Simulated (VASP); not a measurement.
Sc2AlP3: relaxation of cell and atoms with PBE

The system is Sc2AlP3.

```xyz
6
Lattice="4.0682 0.0000 0.0000 -2.0341 3.5231 0.0000 0.0000 0.0000 7.2869" Properties=species:S:1:pos:R:3 pbc="T T T"
Sc    2.0341    1.1744    2.0568
Sc    2.0341    1.1744    5.2301
Al    0.0000    0.0000    0.0000
P     0.0000    0.0000    3.6435
P     0.0000    2.3488    0.0000
P     0.0000    2.3488    3.6435
```

The cell was generated, and may not be a known phase.

| Quantity | Value |
| --- | --- |
| Program | VASP 6.6.1 |
| Task | relaxation of cell and atoms |
| Functional | PBE |
| Potentials or basis | VASP PAW PBE potentials, release 64 (Sc_sv, Al, P) |
| Cutoff | 600 eV |
| k mesh | 12 × 12 × 6 |
| Occupations | gaussian, width 0.1 eV |
| Spin | no spin polarisation |
| Dipole correction | no |
| Further INCAR settings | ALGO = Normal; EDIFF = 1e-07; IBRION = 2; EDIFFG = -0.01; NSW = 100; ISIF = 3 |

```yaml
Relaxed_volume: 17.42 Å³/atom
Relaxed_cell: a = 4.098 Å, b = 4.098 Å, c = 7.186 Å, α = 90.00°, β = 90.00°, γ = 120.00°
Space_group_after_relaxing_to_0.1_Å: P-6m2 (No. 187)
Energy_gained_by_relaxing: 1.5 meV/atom
Ionic_steps: 7
Pressure_after_relaxing: 0.0 GPa
Band_gap_on_the_k_mesh: zero (bands 20 and 21 overlap by 2.04 eV)
```

Step by step:
```
step  energy change (eV)  largest force (eV/Å)  pressure (GPa)  volume (Å³)
   1              0.0000                0.0168            0.60       104.44
   2             -0.0056                0.0212           -0.37       105.43
   3             -0.0056                0.0214           -0.39       105.46
   4             -0.0074                0.0512           -0.14       105.02
   5             -0.0077                0.0696            0.01       104.76
   6             -0.0081                0.0523            0.01       104.70
   7             -0.0088                0.0012            0.00       104.52
```

Final structure:
```
Sc Al P
1.0
     4.09821    0.00000    0.00000
    -2.04911    3.54916    0.00000
     0.00000    0.00000    7.18572
Sc Al P
2 1 3
Direct
  0.66667 0.33333 0.27964
  0.66667 0.33333 0.72036
  0.00000 0.00000 0.00000
  0.00000 0.00000 0.50000
  0.33333 0.66667 0.00000
  0.33333 0.66667 0.50000
```

Levels at points of the mesh, in eV from the Fermi level:
```
           k point  band 18  band 19  band 20  band 21  band 22  band 23
(0.00, 0.00, 0.00)    -2.08    -2.08    -1.14    -0.78     0.13     0.13
(0.50, 0.00, 0.00)    -2.07    -1.04     0.95     0.97     1.24     1.25
(0.00, 0.00, 0.50)    -2.03    -2.03    -0.95    -0.08    -0.08     0.10
(0.50, 0.00, 0.50)    -3.11    -1.14    -0.92     1.03     1.19     1.35
```

Wall time 11 min on 1 thread of Intel(R) Xeon(R) Platinum 8559C (Emerald Rapids), on a shared host, peak memory 0.42 GiB.
